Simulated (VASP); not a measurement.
**SiO2: relaxation of cell and atoms with BLYP+D3(BJ)**

The system is SiO2.

```
Si O
1.0
     4.98200    0.00000    0.00000
     0.00000    4.98200    0.00000
     0.00000    0.00000    6.96300
Si O
4 8
Direct
  0.79897 0.20103 0.75000
  0.70103 0.70103 0.50000
  0.20103 0.79897 0.25000
  0.29897 0.29897 0.00000
  0.10347 0.23989 0.82187
  0.26011 0.60347 0.07187
  0.89653 0.76011 0.32187
  0.73989 0.39653 0.57187
  0.60347 0.26011 0.92813
  0.76011 0.89653 0.67813
  0.39653 0.73989 0.42813
  0.23989 0.10347 0.17813
```

```yaml
Program: VASP 6.6.1
Task: relaxation of cell and atoms
Functional: BLYP
Dispersion: D3(BJ)
Potentials_or_basis: VASP PAW PBE potentials, release 64 (Si, O)
Cutoff: 600 eV
k_mesh: 6 × 6 × 4
Occupations: fermi-dirac, width 0.05 eV
Spin: no spin polarisation
Dipole_correction: no
Further_INCAR_settings: ALGO = Normal; EDIFF = 1e-07; IBRION = 2; EDIFFG = -0.01; NSW = 60; ISIF = 3
```

The relaxed volume is 13.19 Å³/atom. The relaxed cell is a = 4.876 Å, b = 4.876 Å, c = 6.659 Å, α = 90.00°, β = 90.00°, γ = 90.00°, the space group after relaxing (to 0.1 Å) is P4_12_12 (No. 92) and the energy gained by relaxing is 17.7 meV/atom. The ionic steps are 49. The pressure after relaxing is 0.0 GPa and the largest force after relaxing is 0.008 eV/Å. The band gap on the k mesh is 5.74 eV and the dispersion energy per atom is -0.271 eV.

Forces on the atoms (eV/Å):
```
Si  -0.004  0.004  0.000
Si   0.004  0.004  0.000
Si   0.004 -0.004  0.000
Si  -0.004 -0.004  0.000
O   -0.001  0.006 -0.005
O   -0.006 -0.001 -0.005
O    0.001 -0.006 -0.005
O    0.006  0.001 -0.005
O   -0.001 -0.006  0.005
O   -0.006  0.001  0.005
O    0.001  0.006  0.005
O    0.006 -0.001  0.005
```

Step by step:
```
step  energy change (eV)  largest force (eV/Å)  pressure (GPa)  volume (Å³)
   1              0.0000                0.4551            5.01       172.82
   3             -0.0870                0.1872           -0.06       177.40
   5             -0.0811                0.4267           -0.68       177.76
   7             -0.0944                0.0934           -0.27       177.15
   9             -0.1265                0.0645           -0.56       174.22
  11             -0.1164                0.2283           -3.01       162.59
  13             -0.1565                0.0768           -1.17       168.33
  15             -0.1639                0.3793            0.21       164.34
  17             -0.1715                0.2020            0.05       164.81
  19             -0.1799                0.1286            1.26       161.58
  21             -0.1955                0.1972           -0.25       159.38
  23             -0.1987                0.1804           -0.16       158.69
  25             -0.2067                0.0558            0.84       156.75
  27             -0.2098                0.0476           -0.05       157.00
  29             -0.2102                0.0439           -0.08       157.00
  31             -0.2111                0.0139            0.27       156.76
  33             -0.2113                0.0189            0.03       156.98
  35             -0.2114                0.0177            0.00       157.04
  37             -0.2117                0.0183            0.01       157.22
  39             -0.2119                0.0200            0.08       158.05
  41             -0.2119                0.0676           -0.07       157.95
  43             -0.2122                0.0180           -0.08       157.98
  45             -0.2123                0.0179           -0.20       158.25
  47             -0.2125                0.0169           -0.04       158.33
  49             -0.2126                0.0075            0.01       158.34
```

Final structure:
```xyz
12
Lattice="4.8764 0.0000 0.0000 0.0000 4.8764 0.0000 0.0000 0.0000 6.6585" Properties=species:S:1:pos:R:3 pbc="T T T"
Si    3.9944    0.8820    4.9939
Si    3.3203    3.3203    3.3293
Si    0.8820    3.9944    1.6646
Si    1.5562    1.5562    0.0000
O     0.6868    1.1269    5.3471
O     1.3114    3.1250    0.3532
O     4.1896    3.7496    2.0178
O     3.5651    1.7514    3.6824
O     3.1250    1.3114    6.3054
O     3.7496    4.1896    4.6407
O     1.7514    3.5651    2.9761
O     1.1269    0.6868    1.3115
```

Levels at points of the mesh, in eV from the valence-band top:
```tsv
k point	band 28	band 29	band 30	band 31	band 32	band 33	band 34	band 35	band 36	band 37
(0.00, 0.00, 0.00)	-1.21	-0.76	-0.47	-0.47	0.00	5.74	8.86	8.86	9.55	9.56
(0.50, 0.00, 0.00)	-0.93	-0.71	-0.71	-0.49	-0.49	7.86	7.86	9.25	9.25	9.75
(0.50, 0.50, 0.00)	-1.17	-0.57	-0.57	-0.48	-0.48	8.63	8.63	8.75	8.75	9.73
(0.00, 0.00, 0.50)	-1.09	-0.67	-0.67	-0.36	-0.36	7.11	7.11	9.26	9.26	10.12
(0.50, 0.00, 0.50)	-1.06	-0.87	-0.87	-0.23	-0.23	8.17	8.17	9.29	9.29	9.78
(0.50, 0.50, 0.50)	-1.27	-0.48	-0.48	-0.48	-0.48	9.11	9.11	9.11	9.11	9.88
```

Run time: 74 min on 1 thread of Intel(R) Xeon(R) 6975P-C (Granite Rapids), on a shared host, peak memory 0.4 GiB.

Caveat: the PAW data sets were made with another functional, which shifts forces and pressure a little. Expect the measured gap to be larger: semilocal functionals such as BLYP lack the derivative discontinuity.
